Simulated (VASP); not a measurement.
Input of a VASP 6.6.1 run:

Contents of INCAR:

```
SYSTEM = BeTe
ALGO = Normal ; EDIFF = 1E-6
ENCUT = 520 ; GGA = CA
ISIF = 2 ; ISMEAR = -1
LASPH = .TRUE. ; LCHARG = .TRUE.
LELF = .TRUE. ; LREAL = .FALSE.
LVHAR = .TRUE. ; LWAVE = .FALSE.
NBANDS = 11 ; NELM = 60
PREC = Accurate ; SIGMA = 0.08
```

KPOINTS

```
k-points
0
G
  12 12 12
  0 0 0
```

The input POSCAR:

```
BeTe
1.0
    2.7772249640      2.7772249640      0.0000000000
   -2.7772249640      2.7772249640      0.0000000000
    0.0000000000      2.7772249640      2.7772249640
Be Te
1 1
Direct
    0.0000000000      0.0000000000      0.0000000000
    0.7500000000      0.2500000000      0.5000000000
```

Potentials or basis: VASP PAW LDA potentials, release 64 (Be, Te).

Command:

```console
$ cat potpaw_LDA.64/Be/POTCAR potpaw_LDA.64/Te/POTCAR > POTCAR
$ mpirun -np 1 vasp_std > vasp.out
```

(1) Estimate the pressure.

(2) Estimate the band gap on the k mesh.

## Answers

(1) 0.3 GPa.

(2) 1.77 eV, indirect (least direct gap 3.55 eV).

Caveat: spin-orbit coupling is left out, which moves the levels of the heavy elements.
